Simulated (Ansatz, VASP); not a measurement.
Two plane-wave programs on H

```
H
1.0
    -1.69153    1.79303    2.05847
     1.69153   -1.79303    2.05847
     1.69153    1.79303   -2.05847
H
2
Cartesian
  0.0000 0.0000 3.7459
  0.0000 0.0000 0.3711
```

Change from the starting cell: strain +0.0600 x Voigt [0, 1, 0, 0, 0, 0], atoms carried along.

Alike in both runs: task single point; functional LDA; k mesh 10 × 10 × 10; occupations gaussian, width 0.05 eV; no spin polarisation.

|  | VASP | Ansatz |
| --- | --- | --- |
| version | VASP 6.6.1 | Ansatz 0.2.0 |
| potentials or method | VASP PAW LDA potentials, release 64 (H), cutoff 520 eV | scalar-relativistic, plane waves, PAW |
| valence electrons in the cell | 2 | 2 |

Ansatz gave:

- gap on the k mesh at the Fermi level (eV): 8.26
- least direct gap on the mesh (eV): 9.12
- pressure (GPa): 0.9
- traceless stress, the component that is largest in VASP (GPa): 3.06
- rms of the force components (eV/Å): 0.550

Problem. Estimate VASP's values.

Solution. gap on the k mesh at the Fermi level (eV): 8.26; least direct gap on the mesh (eV): 9.11; pressure (GPa): 0.7; traceless stress, the component that is largest in VASP (GPa): 3.07; rms of the force components (eV/Å): 0.556.

LDA's correlation is that of Perdew and Zunger in VASP and of Perdew and Wang (1992) in Ansatz. Atom by atom the forces differ by 0.006 eV/Å (rms over components).
